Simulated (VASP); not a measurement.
Wanted: the native input for a VASP 6.6.1 run.

```
Task                   : single point
Functional             : r2SCAN
Potentials or basis    : VASP PAW PBE potentials, release 64 (Ti_sv)
Cutoff                 : 520 eV
k mesh                 : 18 × 18 × 12
Occupations            : gaussian, width 0.1 eV
Spin                   : no spin polarisation
Dipole correction      : no
Further INCAR settings : ALGO = Normal; EDIFF = 1e-06; NBANDS = 19
```

Crystal: Ti.

```
Ti
1.0
     2.09625    2.09625    0.00000
    -2.09625    2.09625    0.00000
     0.00000    0.00000    4.06098
Ti
2
Direct
  0.00000 0.00000 0.00000
  0.50000 0.50000 0.50000
```

This cell differs from its parent crystal: biaxial strain in the a-b plane: +2.0 %.

These files were run (other wordings do the same):

POSCAR

```
Ti
1.0
    2.0962546477      2.0962546477      0.0000000000
   -2.0962546477      2.0962546477      0.0000000000
    0.0000000000      0.0000000000      4.0609795920
Ti
2
Direct
    0.0000000000      0.0000000000      0.0000000000
    0.5000000000      0.5000000000      0.5000000000
```

INCAR.step1

```
PREC = Accurate
ENCUT = 520
ISMEAR = 0
SIGMA = 0.1
LREAL = F
LASPH = T
NELM = 100
NBANDS = 19
GGA = PE
ALGO = Normal
EDIFF = 1E-4
LWAVE = T
LCHARG = F
```

INCAR.step2

```
PREC = Accurate
ENCUT = 520
EDIFF = 1E-6
ISMEAR = 0
SIGMA = 0.1
LREAL = F
LASPH = T
NELM = 100
ALGO = Normal
ISIF = 2
LWAVE = F
LCHARG = F
METAGGA = R2SCAN
LMIXTAU = T
NBANDS = 19
ISTART = 1
```

KPOINTS

```
regular mesh
0
Gamma
  18 18 12
```

Potentials or basis: VASP PAW PBE potentials, release 64 (Ti_sv).

The run is started by

```sh
$ cat potpaw_PBE.64/Ti_sv/POTCAR > POTCAR
$ cp INCAR.step1 INCAR
$ mpirun -np 1 vasp_std > vasp.out
$ cp INCAR.step2 INCAR
$ mpirun -np 1 vasp_std > vasp.out
```

It gave:

```json
{
  "Pressure": "-2.6 GPa",
  "Band gap on the k mesh": "zero (bands 12 and 13 overlap by 1.40 eV)"
}
```

Caveat: the cell differs from its parent crystal (biaxial strain in the a-b plane: +2.0 %); the PAW data sets were made with another functional, which shifts forces and pressure a little.

Run time: 6.3 min on 1 thread of Intel(R) Xeon(R) Platinum 8488C (Sapphire Rapids), with other jobs on the host, peak memory 0.32 GiB.
